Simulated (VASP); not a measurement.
Na:

```xyz
2
Lattice="0.0000 3.5885 3.5885 3.5885 0.0000 3.5885 3.5885 3.5885 0.0000" Properties=species:S:1:pos:R:3 pbc="T T T"
Na   -0.8971   -0.8971   -0.8971
Na    0.8971    0.8971    0.8971
```

```yaml
Program: VASP 6.6.1
Task: relaxation of cell and atoms
Functional: PBE
Potentials_or_basis: VASP PAW PBE potentials, release 64 (Na_pv)
Cutoff: 500 eV
k_mesh: 9 × 9 × 9
Occupations: fermi-dirac, width 0.05 eV
Spin: no spin polarisation
```

At the start: pressure 0.6 GPa; volume 46.21 Å³/atom.

Q: How do energy, volume and symmetry change on relaxing?

A: Over 6 steps the energy falls by 12.9 meV/atom and the volume is 53.49 Å³/atom (+15.7 %); space group Fd-3m (No. 227, to 0.05 Å).

The path:
| step | energy change (eV) | largest force (eV/Å) | pressure (GPa) | volume (Å³) |
| --- | --- | --- | --- | --- |
| 1 | 0.0000 | 0.0000 | 0.63 | 92.42 |
| 2 | -0.0087 | 0.0000 | 0.51 | 94.89 |
| 3 | -0.0239 | 0.0000 | 0.19 | 102.56 |
| 4 | -0.0124 | 0.0000 | -0.32 | 119.12 |
| 5 | -0.0256 | 0.0000 | -0.04 | 108.04 |
| 6 | -0.0258 | 0.0000 | -0.01 | 106.98 |

Final structure:
```cif
data_structure
_symmetry_space_group_name_H-M 'P 1'
_symmetry_Int_Tables_number 1
_cell_length_a 5.3284
_cell_length_b 5.3284
_cell_length_c 5.3284
_cell_angle_alpha 60.000
_cell_angle_beta 60.000
_cell_angle_gamma 60.000
_cell_volume 106.98
loop_
_atom_site_label
_atom_site_type_symbol
_atom_site_fract_x
_atom_site_fract_y
_atom_site_fract_z
_atom_site_occupancy
Na1 Na 0.87500 0.87500 0.87500 1
Na2 Na 0.12500 0.12500 0.12500 1
```

Caveat: the volume moved by over 15 % at a fixed basis, so the end points are rough.
